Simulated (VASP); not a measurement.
A run of VASP 6.6.1:

INCAR

```
PREC = Accurate
ENCUT = 520
EDIFF = 1E-7
ISMEAR = 0
SIGMA = 0.1
LREAL = F
LASPH = T
NELM = 80
ALGO = Fast
ISIF = 2
LWAVE = F
LCHARG = F
LDIPOL = T
IDIPOL = 3
DIPOL = 0.5 0.5 0.344
GGA = PE
IBRION = 2
NSW = 36
EDIFFG = -0.025
```

KPOINTS

```
regular mesh
0
Gamma
  9 7 1
```

Contents of POSCAR:

```
Ti4C
1.0
    2.9076478547      0.0000000000      0.0000000000
    0.0000000000      4.1120350307      0.0000000000
    0.0000000000      0.0000000000     19.6538060989
Ti C
4 1
Selective dynamics
Direct
    0.5000000000      0.5000000000      0.2035229197  F F F
    0.0000000000      0.0000000000      0.2774945423  F F F
    0.5000000000      0.5000000000      0.3439527020  F F F
    0.0000000000      0.0000000000      0.4148716059  F F F
    0.5000000000      0.1000000000      0.4820341694  F F T
```

Potentials or basis: VASP PAW PBE potentials, release 64 (Ti_sv, C).

Launch:

```console
$ cat potpaw_PBE.64/Ti_sv/POTCAR potpaw_PBE.64/C/POTCAR > POTCAR
$ mpirun -np 1 vasp_std > vasp.out
```

Hardware: 1 thread of Oxide Virtual Turin-like Processor, with other jobs on the host.

Question: How long does it take, and how much memory?

Answer: Run time: 61 min on 1 thread of Oxide Virtual Turin-like Processor, with other jobs on the host, peak memory 0.38 GiB. Counts: scf iterations 213, k points 20, ion steps 4.
